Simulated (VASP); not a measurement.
# Ta (P6_3/mmc) in VASP: further runs

The runs below take Ta through single point, with LDA.

Everything below comes from runs of VASP 6.6.1. Logs are shortened: lines on timing, memory, paths and dates and some standing lists are left out, and cuts for length are marked.

## (1) The cell of the first run

It takes space group P6_3/mmc (No. 194, hexagonal). The conventional cell has a = 2.900 Å, b = 2.900 Å, c = 5.115 Å, α = 90.00°, β = 90.00°, γ = 120.00°. Within 3.8 Å of Ta (site symmetry -6m2) lie 12 Ta at 2.90 to 3.06 Å.

This isn't the form of Ta at room conditions, which is bcc.

## (2) Single point, LDA (strain -0.0100 x Voigt [0, 0, 1, 0, 0, 0])

The input, INCAR:

```
SYSTEM = Ta
PREC = Accurate
ENCUT = 520
EDIFF = 1E-6
ISMEAR = 0
SIGMA = 0.15
LREAL = .False.
LASPH = .True.
NELM = 60
ALGO = Fast
ISIF = 2
LWAVE = .False.
LCHARG = .False.
GGA = CA
NBANDS = 18
```

The input, KPOINTS:

```
Automatic mesh
0
Gamma
  18 18 10
  0 0 0
```

The input, POSCAR:

```
Ta
1.0
    2.9003720726      0.0000000000      0.0000000000
   -1.4501860363      2.5117958953      0.0000000000
    0.0000000000      0.0000000000      5.1146112600
Ta
2
Direct
    0.6666666667      0.3333333333      0.7500000000
    0.3333333333      0.6666666667      0.2500000000
```

Potentials or basis: VASP PAW LDA potentials, release 64 (Ta_pv).

The run is started by

```console
cat potpaw_LDA.64/Ta_pv/POTCAR > POTCAR
mpirun -np 1 vasp_std > vasp.out
```

OUTCAR:

```text
SYSTEM = Ta
   PREC = Accurate
   ENCUT = 520
   EDIFF = 1E-6
   ISMEAR = 0
   LREAL = .False.
   LASPH = .True.
   NELM = 60
   ISIF = 2
   GGA = CA

 ion  position               nearest neighbor table
   1  0.667  0.333  0.750-   2 3.06   2 3.06   2 3.06   2 3.06   2 3.06   2 3.06
   2  0.333  0.667  0.250-   1 3.06   1 3.06   1 3.06   1 3.06   1 3.06   1 3.06

  LATTYP: Found a hexagonal cell.
 ALAT       =     2.9003720726
 C/A-ratio  =     1.7634328052

  Lattice vectors:

 A1 = (   2.9003720726,   0.0000000000,   0.0000000000)
 A2 = (  -1.4501860363,   2.5117958953,   0.0000000000)
 A3 = (   0.0000000000,   0.0000000000,   5.1146112600)

Analysis of symmetry for initial positions (statically):
=====================================================================
 Subroutine PRICEL returns:
 Original cell was already a primitive cell.

 Routine SETGRP: Setting up the symmetry group for a
 hexagonal supercell.

 Subroutine GETGRP returns: Found 24 space group operations
 (whereof 12 operations were pure point group operations)
 out of a pool of 24 trial point group operations.

The static configuration has the point symmetry D_3d.
 The point group associated with its full space group is D_6h.

Analysis of symmetry for dynamics (positions and initial velocities):
=====================================================================
 Subroutine PRICEL returns:
 Original cell was already a primitive cell.

 Routine SETGRP: Setting up the symmetry group for a
 hexagonal supercell.

 Subroutine GETGRP returns: Found 24 space group operations
 (whereof 12 operations were pure point group operations)
 out of a pool of 24 trial point group operations.

The dynamic configuration has the point symmetry D_3d.
 The point group associated with its full space group is D_6h.

 Subroutine INISYM returns: Found 24 space group operations
 (whereof 12 operations are pure point group operations),
 and found     1 'primitive' translations

----------------------------------------------------------------------------------------

                                     Primitive cell

  volume of cell :      37.2607

  direct lattice vectors                    reciprocal lattice vectors
     2.900372073  0.000000000  0.000000000     0.344783350  0.199060760  0.000000000
    -1.450186036  2.511795895  0.000000000     0.000000000  0.398121520  0.000000000
     0.000000000  0.000000000  5.114611260     0.000000000  0.000000000  0.195518281

  length of vectors
     2.900372073  2.900372073  5.114611260     0.398121520  0.398121520  0.195518281

  position of ions in fractional coordinates (direct lattice)
     0.666666667  0.333333333  0.750000000
     0.333333333  0.666666667  0.250000000

  ion indices of the primitive-cell ions
   primitive index   ion index
                 1           1
                 2           2

----------------------------------------------------------------------------------------

 KPOINTS: Automatic mesh

Automatic generation of k-mesh.
 Grid dimensions read from file:
 generate k-points for:   18   18   10

 Generating k-lattice:

  Cartesian coordinates                     Fractional coordinates (reciprocal lattice)
     0.019154631  0.011058931  0.000000000     0.055555556  0.000000000  0.000000000
     0.000000000  0.022117862  0.000000000     0.000000000  0.055555556  0.000000000
     0.000000000  0.000000000  0.019551828     0.000000000  0.000000000  0.100000000

  Length of vectors
     0.022117862  0.022117862  0.019551828

  Shift w.r.t. Gamma in fractional coordinates (k-lattice)
     0.000000000  0.000000000  0.000000000

 Subroutine IBZKPT returns following result:
 ===========================================

 Found    222 irreducible k-points:

 Following reciprocal coordinates:
            Coordinates               Weight
  0.000000  0.000000  0.000000      1.000000
  0.055556  0.000000  0.000000      6.000000
  0.111111  0.000000  0.000000      6.000000
  0.166667  0.000000  0.000000      6.000000
  0.222222  0.000000  0.000000      6.000000
  0.277778  0.000000  0.000000      6.000000
[... 16 lines left out ...]
  0.333333  0.111111  0.000000     12.000000
  0.388889  0.111111  0.000000     12.000000
 [... further k-points ...]
   k-points           NKPTS =    222   k-points in BZ     NKDIM =    222   number of bands    NBANDS=     18
   number of dos      NEDOS =    301   number of ions     NIONS =      2
   total plane-waves  NPLWV =  23040
   dimension x,y,z NGX =    24 NGY =   24 NGZ =   40
   dimension x,y,z NGXF=    48 NGYF=   48 NGZF=   80
   ions per type =               2
   NGX,Y,Z   is equivalent  to a cutoff of  13.76, 13.76, 13.00 a.u.
   NGXF,Y,Z  is equivalent  to a cutoff of  27.51, 27.51, 26.00 a.u.
 SYSTEM =  Ta
   PREC   = accura    normal or accurate (medium, high low for compatibility)
   ISTART =      0    job   : 0-new  1-cont  2-samecut
   ICHARG =      2    charge: 1-file 2-atom 10-const
   ISPIN  =      1    spin polarized calculation?
   LNONCOLLINEAR =      F non collinear calculations
   LSORBIT =      F    spin-orbit coupling
   LASPH  =      T    aspherical Exc in radial PAW
   ENCUT  =  520.0 eV  38.22 Ry    6.18 a.u.   5.39  5.39  9.51*2*pi/ulx,y,z
   NELM   =     60;   NELMIN=  2; NELMDL= -5     # of ELM steps
   EDIFF  = 0.1E-05   stopping-criterion for ELM
   LREAL  =      F    real-space projection
   EDIFFG = 0.1E-04   stopping-criterion for IOM
   NSW    =      0    number of steps for IOM
   IBRION =     -1    ionic relax: 0-MD 1-quasi-New 2-CG
   NFREE  =      0    steps in history (QN), initial steepest desc. (CG)
   ISIF   =      2    stress and relaxation
   ISYM   =      2    0-nonsym 1-usesym 2-fastsym
   POTIM  = 0.5000    time-step for ionic-motion
   TEBEG  =    0.0;   TEEND  =   0.0 temperature during run
   PSTRESS=    0.0 pullay stress
   NELECT =      22.0000    total number of electrons
   NUPDOWN=      -1.0000    fix difference up-down
   EMIN   =  10.00;   EMAX   =-10.00  energy-range for DOS
   EFERMI =   0.00;   METHOD = LEGACY
   ISMEAR =     0;   SIGMA  =   0.15  broadening in eV -4-tet -1-fermi 0-gaus
   EFERMI_NEDOS =   21; number of points for ismear=-14 and -15
   IALGO  =     68    algorithm
   IMIX   =      4    mixing-type and parameters
     AMIX     =   0.40;   BMIX     =  1.00
     AMIX_MAG =   1.60;   BMIX_MAG =  1.00
  volume/ion in A,a.u.               =      18.63       125.72
  Fermi-wavevector in a.u.,A,eV,Ry     =   1.373406  2.595360 25.663895  1.886243
  Thomas-Fermi vector in A             =   2.498925
   LORBIT       =      0    0 simple, 1 ext, 2 COOP (PROOUT), +10 PAW based schemes
   GGA     = CA    functional components
   LHFCALC =     F    Hartree Fock is set to
   AEXX    =    0.0000 exact exchange contribution
   IVDW    =     0    specifies the selected vdW correction
   LEPSILON=     F    determine dielectric tensor
   LRPA    =     F    only Hartree local field effects (RPA)
 non-spin polarized calculation
 RMM-DIIS sequential band-by-band and
 Gauss-broadening in eV      SIGMA  =   0.15
  energy-cutoff  :      520.00
  volume of cell :       37.26
 maximum number of plane-waves:      1039
 NGX is ok and might be reduce to    24
   NGX = 11   NGY = 11   NGZ = 19

 number of electron      22.0000003 magnetization

 Free energy of the ion-electron system (eV)
  ---------------------------------------------------
  ext. energy  EPLUGINS =         0.00000000
  ---------------------------------------------------
  free energy    TOTEN  =       -25.00008351 eV

  energy without entropy =      -24.97182422  energy(sigma->0) =      -24.98595387

 E-fermi :   5.5363     XC(G=0): -12.6148

 val. band max:        5.5348461312   @ k =   0.3889   0.1111   0.2000
 cond. band min:       5.5389483399   @ k =   0.3333   0.1111   0.1000
 fundamental gap:      0.0041022086
 Fermi energy:         5.5363331724

 k-point     1 :       0.0000    0.0000    0.0000
  band No.  band energies     occupation
      1     -28.8630      2.00000
      2     -27.9836      2.00000
      3     -27.8992      2.00000
      4     -27.8992      2.00000
      5     -27.8076      2.00000
      6     -27.8076      2.00000
[... 10 lines left out ...]
     17      10.6247      0.00000
     18      10.6247      0.00000

 k-point     2 :       0.0556    0.0000    0.0000
  band No.  band energies     occupation
      1     -28.8527      2.00000
      2     -27.9850      2.00000
      3     -27.9320      2.00000
      4     -27.9083      2.00000
      5     -27.8413      2.00000
      6     -27.8135      2.00000
[... 10 lines left out ...]
     17      10.6791      0.00000
     18      10.9107      0.00000

 k-point     3 :       0.1111    0.0000    0.0000
  band No.  band energies     occupation
      1     -28.8224      2.00000
      2     -28.0259      2.00000
      3     -27.9897      2.00000
      4     -27.9369      2.00000
      5     -27.9339      2.00000
      6     -27.8307      2.00000
[... 10 lines left out ...]
     17      10.8035      0.00000
     18      11.5936      0.00000

 k-point     4 :       0.1667    0.0000    0.0000
  band No.  band energies     occupation
      1     -28.7742      2.00000
      2     -28.1686      2.00000
      3     -28.0796      2.00000
      4     -27.9985      2.00000
      5     -27.9724      2.00000
      6     -27.8575      2.00000
[... 375 lines left out ...]
      4     -28.1622      2.00000
      5     -28.0677      2.00000
      6     -28.0297      2.00000
[... 10 lines left out ...]
     17      10.9340      0.00000
     18      13.6932      0.00000

 k-point    23 :       0.3333    0.1111    0.0000
  band No.  band energies     occupation
      1     -28.7982      2.00000
      2     -28.6927      2.00000
      3     -28.4719      2.00000
      4     -28.2107      2.00000
      5     -28.1003      2.00000
      6     -28.0645      2.00000
[... 10 lines left out ...]
     17      11.9903      0.00000
     18      14.1658      0.00000

 k-point    24 :       0.3889    0.1111    0.0000
  band No.  band energies     occupation
      1     -28.8762      2.00000
      2     -28.7587      2.00000
      3     -28.4161      2.00000
      4     -28.2421      2.00000
      5     -28.1314      2.00000
      6     -28.0872      2.00000
[... 10 lines left out ...]
     17      12.8707      0.00000
     18      14.6497      0.00000

 [... further k-points ...]

------------------------ aborting loop because EDIFF is reached ----------------------------------------

  FORCE on cell =-STRESS in cart. coord.  units (eV):
  Direction    XX          YY          ZZ          XY          YZ          ZX
  --------------------------------------------------------------------------------------
  -------------------------------------------------------------------------------------
  Total       -2.4693422     -2.4693422     -1.7532092     -0.0000000      0.0000000     -0.0000000
  in kB     -106.1796198   -106.1796198    -75.3865070     -0.0000000      0.0000000     -0.0000000
  external PRESSURE =     -95.9152488 kB  Pullay stress =       0.0000000 kB

 VOLUME and BASIS-vectors are now :
 -----------------------------------------------------------------------------
  energy-cutoff  :      520.00
  volume of cell :       37.26
      direct lattice vectors                 reciprocal lattice vectors
     2.900372073  0.000000000  0.000000000     0.344783350  0.199060760  0.000000000
    -1.450186036  2.511795895  0.000000000     0.000000000  0.398121520  0.000000000
     0.000000000  0.000000000  5.114611260     0.000000000  0.000000000  0.195518281

 POSITION                                       TOTAL-FORCE (eV/Angst)
 -----------------------------------------------------------------------------------
      1.45019      0.83727      3.83596         0.000000     -0.000000      0.000000
     -0.00000      1.67453      1.27865        -0.000000      0.000000      0.000000
 -----------------------------------------------------------------------------------
    total drift:                               -0.000000      0.000000     -0.000000

  FREE ENERGIE OF THE ION-ELECTRON SYSTEM (eV)
  ---------------------------------------------------
  free  energy   TOTEN  =       -25.0000835133 eV

  energy  without entropy=      -24.9718242195  energy(sigma->0) =      -24.98595387
```

Wall time 47 s (1 thread of Intel Xeon 6975P-C (Granite Rapids), shared host); peak memory 0.23 GiB.

Results:

```
Free energy            : -25.0001 eV
Pressure               : -9.6 GPa
Band gap on the k mesh : zero (bands 11 and 12 overlap by 2.33 eV)
```

Stress tensor (GPa, compression positive):
```
-10.62   0.00   0.00
  0.00 -10.62   0.00
  0.00   0.00  -7.54
```

Caveat: the cell differs from its parent crystal (strain -0.0100 x Voigt [0, 0, 1, 0, 0, 0]); the cell stands under tension; spin-orbit coupling is left out, which moves the levels of the heavy elements.

## (3) Single point, LDA (strain +0.0100 x Voigt [0, 0, 1, 0, 0, 0])

The input, INCAR:

```
ALGO = Fast ; EDIFF = 1E-7
ENCUT = 520 ; GGA = CA
ISIF = 2 ; ISMEAR = 0
LASPH = T ; LCHARG = T
LELF = T ; LREAL = F
LVHAR = T ; LWAVE = F
NBANDS = 18 ; NELM = 100
PREC = Accurate ; SIGMA = 0.15
```

The input, KPOINTS:

```
k-points
0
Gamma
  18 18 10
```

Changes to POSCAR since step 2:

```diff
@@ -4,3 +4,3 @@
    -1.4501860363      2.5117958953      0.0000000000
-    0.0000000000      0.0000000000      5.1146112600
+    0.0000000000      0.0000000000      5.2179367400
 Ta
```

Potentials or basis: VASP PAW LDA potentials, release 64 (Ta_pv).

The run is started by

```console
cat potpaw_LDA.64/Ta_pv/POTCAR > POTCAR
mpirun -np 1 vasp_std > vasp.out
```

It took 55 s on 1 thread of Intel Xeon 6975P-C (Granite Rapids), shared host; peak memory 0.24 GiB.

It converged, with:

```yaml
Free_energy: -24.9527 eV
Pressure: -12.6 GPa
Band_gap_on_the_k_mesh: zero (bands 11 and 12 overlap by 2.30 eV)
```

Levels at points of the mesh, in eV from the Fermi level:
```csv
k point,band 7,band 8,band 9,band 10,band 11,band 12,band 13,band 14,band 15,band 16
"(0.00, 0.00, 0.00)",-8.03,-4.84,-0.66,-0.05,0.59,0.59,1.12,1.12,2.96,2.96
"(0.50, 0.00, 0.00)",-3.97,-3.77,-3.26,-0.41,-0.32,0.45,0.89,5.33,6.38,6.65
"(0.00, 0.00, 0.50)",-6.25,-6.25,-1.18,-1.18,0.64,0.64,0.64,0.64,4.30,4.30
"(0.50, 0.00, 0.50)",-4.23,-4.23,-2.28,-2.28,1.58,1.58,2.56,2.56,5.38,5.38
```

Caveat: the cell differs from its parent crystal (strain +0.0100 x Voigt [0, 0, 1, 0, 0, 0]); the cell stands under tension; spin-orbit coupling is left out, which moves the levels of the heavy elements.
